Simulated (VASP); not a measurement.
# Ta5N (P4/mmm) in VASP: single point with PBE

Aim: the single point of Ta5N with PBE.

All numbers are computed with VASP 6.6.1; they aren't measurements. Logs are shortened: lines on timing, memory, paths and dates and some standing lists are left out, and cuts for length are marked.

## Step 1: The cell of the first run

The structure is tetragonal, space group P4/mmm (No. 123). The conventional cell has a = 6.401 Å, b = 6.401 Å, c = 3.794 Å, α = 90.00°, β = 90.00°, γ = 90.00°. Within 3.4 Å of Ta (site symmetry m2m) lie 3 Ta at 2.59 to 2.70 Å and 2 N at 3.30 Å. Within 2.5 Å of Ta (site symmetry 4/mmm) lie 2 N at 1.90 Å. Within 2.5 Å of N (site symmetry 4/mmm) lie 2 Ta at 1.90 Å.

## Step 2: Single point, PBE

The input, INCAR:

```
SYSTEM = Ta5N
PREC = Accurate
ENCUT = 520
EDIFF = 1E-7
ISMEAR = 0
SIGMA = 0.1
LREAL = .FALSE.
LASPH = .TRUE.
NELM = 60
ALGO = Normal
ISIF = 2
LWAVE = .FALSE.
LCHARG = .FALSE.
GGA = PE
NBANDS = 39
```

The input, KPOINTS:

```
regular mesh
0
G
  6 6 10
  0 0 0
```

The input, POSCAR:

```
Ta5N
1.0
    6.4012724734      0.0000000000      0.0000000000
    0.0000000000      6.4012724734      0.0000000000
    0.0000000000      0.0000000000      3.7940050107
Ta N
5 1
Direct
    0.2980045481      0.2980045481      0.5000000000
    0.7019954519      0.7019954519      0.5000000000
    0.7019954519      0.2980045481      0.5000000000
    0.2980045481      0.7019954519      0.5000000000
    0.0000000000      0.0000000000      0.5000000000
    0.0000000000      0.0000000000      0.0000000000
```

Potentials or basis: VASP PAW PBE potentials, release 64 (Ta_pv, N).

Started as:

```console
> cat potpaw_PBE.64/Ta_pv/POTCAR potpaw_PBE.64/N/POTCAR > POTCAR
> mpirun -np 1 vasp_std > vasp.out
```

OUTCAR:

```text
SYSTEM = Ta5N
   PREC = Accurate
   ENCUT = 520
   EDIFF = 1E-7
   ISMEAR = 0
   LREAL = .FALSE.
   LASPH = .TRUE.
   NELM = 60
   ISIF = 2
   GGA = PE

 ion  position               nearest neighbor table
   1  0.298  0.298  0.500-   3 2.59   4 2.59   5 2.70
   2  0.702  0.702  0.500-   3 2.59   4 2.59   5 2.70
   3  0.702  0.298  0.500-   1 2.59   2 2.59   5 2.70
   4  0.298  0.702  0.500-   1 2.59   2 2.59   5 2.70
   5  0.000  0.000  0.500-   6 1.90   6 1.90   3 2.70   4 2.70   1 2.70   2 2.70
   6  0.000  0.000  0.000-   5 1.90   5 1.90

  LATTYP: Found a simple tetragonal cell.
 ALAT       =     6.4012724734
 C/A-ratio  =     0.5926954409

  Lattice vectors:

 A1 = (   6.4012724734,   0.0000000000,   0.0000000000)
 A2 = (   0.0000000000,   6.4012724734,   0.0000000000)
 A3 = (   0.0000000000,   0.0000000000,   3.7940050107)

Analysis of symmetry for initial positions (statically):
=====================================================================
 Subroutine PRICEL returns:
 Original cell was already a primitive cell.

 Routine SETGRP: Setting up the symmetry group for a
 simple tetragonal supercell.

 Subroutine GETGRP returns: Found 16 space group operations
 (whereof 16 operations were pure point group operations)
 out of a pool of 16 trial point group operations.

The static configuration has the point symmetry D_4h.

Analysis of symmetry for dynamics (positions and initial velocities):
=====================================================================
 Subroutine PRICEL returns:
 Original cell was already a primitive cell.

 Routine SETGRP: Setting up the symmetry group for a
 simple tetragonal supercell.

 Subroutine GETGRP returns: Found 16 space group operations
 (whereof 16 operations were pure point group operations)
 out of a pool of 16 trial point group operations.

The dynamic configuration has the point symmetry D_4h.

 Subroutine INISYM returns: Found 16 space group operations
 (whereof 16 operations are pure point group operations),
 and found     1 'primitive' translations

----------------------------------------------------------------------------------------

                                     Primitive cell

  volume of cell :     155.4642

  direct lattice vectors                    reciprocal lattice vectors
[... 96 lines left out ...]
   LREAL  =      F    real-space projection
   EDIFFG = 0.1E-05   stopping-criterion for IOM
   NSW    =      0    number of steps for IOM
   IBRION =     -1    ionic relax: 0-MD 1-quasi-New 2-CG
   NFREE  =      0    steps in history (QN), initial steepest desc. (CG)
   ISIF   =      2    stress and relaxation
   ISYM   =      2    0-nonsym 1-usesym 2-fastsym
   POTIM  = 0.5000    time-step for ionic-motion
   TEBEG  =    0.0;   TEEND  =   0.0 temperature during run
   PSTRESS=    0.0 pullay stress
   NELECT =      60.0000    total number of electrons
   NUPDOWN=      -1.0000    fix difference up-down
   EMIN   =  10.00;   EMAX   =-10.00  energy-range for DOS
   EFERMI =   0.00;   METHOD = LEGACY
   ISMEAR =     0;   SIGMA  =   0.10  broadening in eV -4-tet -1-fermi 0-gaus
   EFERMI_NEDOS =   21; number of points for ismear=-14 and -15
   IALGO  =     38    algorithm
   IMIX   =      4    mixing-type and parameters
     AMIX     =   0.40;   BMIX     =  1.00
     AMIX_MAG =   1.60;   BMIX_MAG =  1.00
  volume/ion in A,a.u.               =      25.91       174.85
  Fermi-wavevector in a.u.,A,eV,Ry     =   1.191924  2.252409 19.329549  1.420682
  Thomas-Fermi vector in A             =   2.327974
   LORBIT       =      0    0 simple, 1 ext, 2 COOP (PROOUT), +10 PAW based schemes
   GGA     = PE    functional components
   LHFCALC =     F    Hartree Fock is set to
   AEXX    =    0.0000 exact exchange contribution
   IVDW    =     0    specifies the selected vdW correction
   LEPSILON=     F    determine dielectric tensor
   LRPA    =     F    only Hartree local field effects (RPA)
 non-spin polarized calculation
 Gauss-broadening in eV      SIGMA  =   0.10
  energy-cutoff  :      520.00
  volume of cell :      155.46
 maximum number of plane-waves:      4216
 NGX is ok and might be reduce to    48
   NGX = 23   NGY = 23   NGZ = 15

 number of electron      60.0000015 magnetization

 Free energy of the ion-electron system (eV)
  ---------------------------------------------------
  ext. energy  EPLUGINS =         0.00000000
  ---------------------------------------------------
  free energy    TOTEN  =       -53.86612265 eV

  energy without entropy =      -53.81943951  energy(sigma->0) =      -53.84278108

 E-fermi :   2.2428     XC(G=0):  -9.9034

 val. band max:        2.2374392583   @ k =   0.5000   0.5000   0.0000
 cond. band min:       2.2670860425   @ k =   0.5000   0.0000   0.1000
 fundamental gap:      0.0296467841
 Fermi energy:         2.2428087703

 k-point     1 :       0.0000    0.0000    0.0000
  band No.  band energies     occupation
      1     -32.6787      2.00000
      2     -32.6213      2.00000
      3     -32.6213      2.00000
      4     -32.5948      2.00000
      5     -32.4017      2.00000
      6     -32.2876      2.00000
[... 997 lines left out ...]
     38       4.5668      0.00000
     39       4.5906      0.00000

 [... further k-points ...]

------------------------ aborting loop because EDIFF is reached ----------------------------------------

  FORCE on cell =-STRESS in cart. coord.  units (eV):
  Direction    XX          YY          ZZ          XY          YZ          ZX
  --------------------------------------------------------------------------------------
  -------------------------------------------------------------------------------------
  Total        0.0544694      0.0544694      0.3377466      0.0000000      0.0000000      0.0000000
  in kB        0.5613490      0.5613490      3.4807352      0.0000000      0.0000000      0.0000000
  external PRESSURE =       1.5344777 kB  Pullay stress =       0.0000000 kB

 VOLUME and BASIS-vectors are now :
 -----------------------------------------------------------------------------
  energy-cutoff  :      520.00
  volume of cell :      155.46
      direct lattice vectors                 reciprocal lattice vectors
     6.401272473  0.000000000  0.000000000     0.156218940  0.000000000  0.000000000
     0.000000000  6.401272473  0.000000000     0.000000000  0.156218940  0.000000000
     0.000000000  0.000000000  3.794005011     0.000000000  0.000000000  0.263573716

 POSITION                                       TOTAL-FORCE (eV/Angst)
 -----------------------------------------------------------------------------------
      1.90761      1.90761      1.89700         0.004309      0.004309     -0.000000
      4.49366      4.49366      1.89700        -0.004309     -0.004309      0.000000
      4.49366      1.90761      1.89700        -0.004309      0.004309     -0.000000
      1.90761      4.49366      1.89700         0.004309     -0.004309      0.000000
      0.00000      0.00000      1.89700         0.000000      0.000000      0.000000
      0.00000      0.00000      0.00000         0.000000      0.000000      0.000000
 -----------------------------------------------------------------------------------
    total drift:                               -0.000000     -0.000000      0.000000

  FREE ENERGIE OF THE ION-ELECTRON SYSTEM (eV)
  ---------------------------------------------------
  free  energy   TOTEN  =       -53.8661226501 eV

  energy  without entropy=      -53.8194395135  energy(sigma->0) =      -53.84278108
```

stdout:

```text
POSCAR found type information on POSCAR TaN
 POSCAR found :  2 types and       6 ions
 scaLAPACK will be used
 LDA part: xc-table for (Slater+PW92), standard interpolation
 POSCAR, INCAR and KPOINTS ok, starting setup
 FFT: planning ... GRIDC
 FFT: planning ... GRID_SOFT
 FFT: planning ... GRID
 WAVECAR not read
 entering main loop
```

It took 8.3 min on 1 thread of Intel Xeon 8259CL, shared host; peak memory 0.43 GiB.

Results:

```
Free energy            : -53.8661 eV
Pressure               : 0.2 GPa
Largest force          : 0.006 eV/Å
Band gap on the k mesh : zero (band 30 reaches 2.46 eV, above the bottom of band 31 at 2.16 eV)
```

Forces on the atoms (eV/Å):
```
Ta   0.004  0.004  0.000
Ta  -0.004 -0.004  0.000
Ta  -0.004  0.004  0.000
Ta   0.004 -0.004  0.000
Ta   0.000  0.000  0.000
N    0.000  0.000  0.000
```

Stress tensor (GPa, compression positive):
```
0.06 0.00 0.00
0.00 0.06 0.00
0.00 0.00 0.35
```

Caveat: spin-orbit coupling is left out, which moves the levels of the heavy elements.
